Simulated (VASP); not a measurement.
Wanted: the native input for a VASP 6.6.1 run.

```yaml
Task: single point
Functional: RPBE
Potentials_or_basis: VASP PAW PBE potentials, release 64 (Y_sv, Zr_sv, O)
Cutoff: 520 eV
k_mesh: 2 × 2 × 2
Occupations: gaussian, width 0.01 eV
Spin: collinear spin
Starting_moments: "[0.111, 0.0, 0.0, 0.0, 0.0, 0.0, 0.0, 0.0, 0.111, 0.0, 0.0, 0.0, 0.111, 0.111, 0.111, 0.0, 0.0, 0.111, 0.111, 0.111, 0.0, 0.0, 0.0, 0.111] μB"
Dipole_correction: no
Further_INCAR_settings: ALGO = Normal; EDIFF = 1e-06; NBANDS = 118
```

The structure of YZr7O16 (a cell with a defect) lies in POSCAR:

```
YZr7O16
1.0
   -5.1158283576     -5.1158283576      0.0000000000
   -5.1158283576      0.0000000000     -5.1158283576
    0.0000000000     -5.1158283576     -5.1158283576
Y Zr O
1 7 16
Direct
    0.4999420557      0.4974386204      0.0014482628
    1.0017536966      0.4955479198      0.0002733188
    0.4985561428      0.9987862297     -0.0001449536
    0.9977688834      0.9948651787      0.0040591163
    0.5027312071      0.4993644373      0.4992518236
    1.0015783822      0.4957632471      0.5030970475
    0.4986723518      0.9987927641      0.5031826823
    1.0000330414      0.9973141850      0.5015750588
    0.3881920772      0.3844607808      0.3837936665
    0.8454109425      0.3571385056      0.3977696045
    0.3596534467      0.8421551088      0.3999807458
    0.8963563129      0.8959886749      0.3467724663
    0.3865779501      0.3858322232      0.8441252506
    0.8823114931      0.3397418900      0.8897459740
    0.3426750871      0.8797139554      0.8880901287
    0.8982897031      0.8944579125      0.8612004670
    0.1459986266      0.1420071554      0.1278733285
    0.5972977277      0.1022459610      0.1499977495
    0.1047945766      0.5952586468      0.1506475197
    0.6485235891      0.6465768071      0.0988723097
    0.1451073451      0.1432885161      0.5838550802
    0.6263496789      0.0805240958      0.6472949441
    0.0822392062      0.6240095670      0.6466686712
    0.6491820762      0.6455954847      0.6062403607
```

These files were run (other wordings do the same):

INCAR

```
PREC     = Accurate       # precision mode
ENCUT    = 520            # plane-wave cutoff, eV
EDIFF    = 1E-6           # SCF threshold, eV
ISMEAR   = 0              # smearing method
SIGMA    = 0.01           # smearing width, eV
LREAL    = F              # projectors in reciprocal space
LASPH    = T              # aspherical terms in the spheres
NELM     = 200            # most SCF steps
ALGO     = Normal         # electronic algorithm
ISIF     = 2              # what is computed and relaxed
LWAVE    = F              # write WAVECAR
LCHARG   = F              # write CHGCAR
ISPIN    = 2              # spin polarisation
MAGMOM   = 0.111 0 0 0 0 0 0 0 0.111 0 0 0 0.111 0.111 0.111 0 0 0.111 0.111 0.111 0 0 0 0.111 # initial moments
LORBIT   = 11             # projections on sites
LMAXMIX  = 4              # l up to which the mixer works
GGA      = RP             # functional
NBANDS   = 118            # bands
GGA_COMPAT= F
```

KPOINTS

```
regular mesh
0
Gamma
  2 2 2
```

Potentials or basis: VASP PAW PBE potentials, release 64 (Y_sv, Zr_sv, O).

The run is started by

```sh
$ cat potpaw_PBE.64/Y_sv/POTCAR potpaw_PBE.64/Zr_sv/POTCAR potpaw_PBE.64/O/POTCAR > POTCAR
$ mpirun -np 1 vasp_std > vasp.out
```

It gave:

```yaml
Pressure: 14.4 GPa
Largest_force: 0.034 eV/Å
Band_gap_on_the_k_mesh: zero (filled and empty bands overlap)
Net_moment: 1.00 μB per cell
Site_moments: Y +0.00; Zr -0.01; O +0.06, +0.05 (each value once) μB
Valence_electrons_inside_the_program's_atomic_spheres: Y 9.93; Zr 9.59, 9.60, 9.72 (each value once); O 5.11
```

Caveat: the k points lie up to 0.53 Å⁻¹ apart; the PAW data sets were made with another functional, which shifts forces and pressure a little.

Run time: 15 min on 1 thread of AMD EPYC 7R13 Processor (Zen 3), with other jobs on the host, peak memory 0.73 GiB.
